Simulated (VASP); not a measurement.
Input of a VASP 6.6.1 run:

The input INCAR:

```
SYSTEM = CdGeAs2
PREC     = Accurate       ! precision mode
ENCUT    = 520            ! plane-wave cutoff, eV
EDIFF    = 1E-6           ! SCF threshold, eV
ISMEAR   = -1             ! smearing method
SIGMA    = 0.05           ! smearing width, eV
LREAL    = .FALSE.        ! projectors in reciprocal space
LASPH    = .TRUE.         ! aspherical terms in the spheres
NELM     = 100            ! most SCF steps
ALGO     = Normal         ! electronic algorithm
ISIF     = 2              ! what is computed and relaxed
LWAVE    = .FALSE.        ! write WAVECAR
LCHARG   = .TRUE.         ! write CHGCAR
GGA      = PS             ! functional
LELF     = .TRUE.         ! ELF
LVHAR    = .TRUE.       
NBANDS   = 46             ! bands
```

File KPOINTS:

```
Automatic mesh
0
G
  5 5 5
  0 0 0
```

File POSCAR:

```
CdGeAs2
1.0
   -2.9888745628      2.9888745628      5.7209396469
    2.9888745628     -2.9888745628      5.7209396469
    2.9888745628      2.9888745628     -5.7209396469
Cd As Ge
2 4 2
Direct
    0.5000000000      0.5000000000      0.0000000000
    0.2500000000      0.7500000000      0.5000000000
    0.0995664284      0.1250000000      0.4745664284
    0.3750000000      0.9004335716      0.0254335716
    0.6504335716      0.6250000000      0.5254335716
    0.8750000000      0.3495664284      0.9745664284
    0.7500000000      0.2500000000      0.5000000000
    0.0000000000      0.0000000000      0.0000000000
```

Potentials or basis: VASP PAW PBE potentials, release 64 (Cd, As, Ge_d).

Command:

```sh
$ cat potpaw_PBE.64/Cd/POTCAR potpaw_PBE.64/As/POTCAR potpaw_PBE.64/Ge_d/POTCAR > POTCAR
$ mpirun -np 1 vasp_std > vasp.out
```

Q: Predict the band gap on the k mesh.

A: 0.18 eV, direct.

Q: What does it give for the pressure?

A: -1.1 GPa.

Stress tensor (GPa, compression positive):
```
-1.04  0.00  0.00
 0.00 -1.04  0.00
 0.00  0.00 -1.19
```

Caveat: the PAW data sets were made with another functional, which shifts forces and pressure a little.
